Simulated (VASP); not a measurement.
A run of VASP 6.6.1:

Contents of INCAR:

```
PREC = Accurate
ENCUT = 600
EDIFF = 1E-6
ISMEAR = 0
SIGMA = 0.02
LREAL = False
LASPH = True
NELM = 120
ALGO = Normal
ISIF = 2
LWAVE = False
LCHARG = True
GGA = PE
LELF = True
LVHAR = True
NBANDS = 64
GGA_COMPAT = False
```

The input KPOINTS:

```
Automatic mesh
0
Gamma
  6 6 6
```

The input POSCAR:

```
SnGe3O8
1.0
   -2.9928370000      3.2147360000      3.2648520000
    2.9928370000     -3.2147360000      3.2648520000
    2.9928370000      3.2147360000     -3.2648520000
Sn Ge O
1 3 8
Direct
    0.0000000000      0.5000000000      0.5000000000
    0.0000000000      0.0000000000      0.0000000000
    0.5000000000      0.7525850000      0.2525850000
    0.5000000000      0.2474150000      0.7474150000
    0.6881050000      0.6881050000      0.0000000000
    0.6849590000      0.1849590000      0.5000000000
    0.8014140000      0.7663280000      0.5677420000
    0.8014140000      0.2336720000      0.0350860000
    0.3118950000      0.3118950000      0.0000000000
    0.3150410000      0.8150410000      0.5000000000
    0.1985860000      0.7663280000      0.9649140000
    0.1985860000      0.2336720000      0.4322580000
```

Potentials or basis: VASP PAW PBE potentials, release 64 (Sn_d, Ge_d, O).

The run is started by

```console
$ cat potpaw_PBE.64/Sn_d/POTCAR potpaw_PBE.64/Ge_d/POTCAR potpaw_PBE.64/O/POTCAR > POTCAR
$ mpirun -np 1 vasp_std > vasp.out
```

Hardware: 1 thread of Intel(R) Xeon(R) Platinum 8488C (Sapphire Rapids), on a shared host.

Question: How long does it take, and how much memory?

Answer: It took 9.9 min on 1 thread of Intel(R) Xeon(R) Platinum 8488C (Sapphire Rapids), on a shared host, peak memory 0.55 GiB. Counts: scf iterations 14, k points 46.
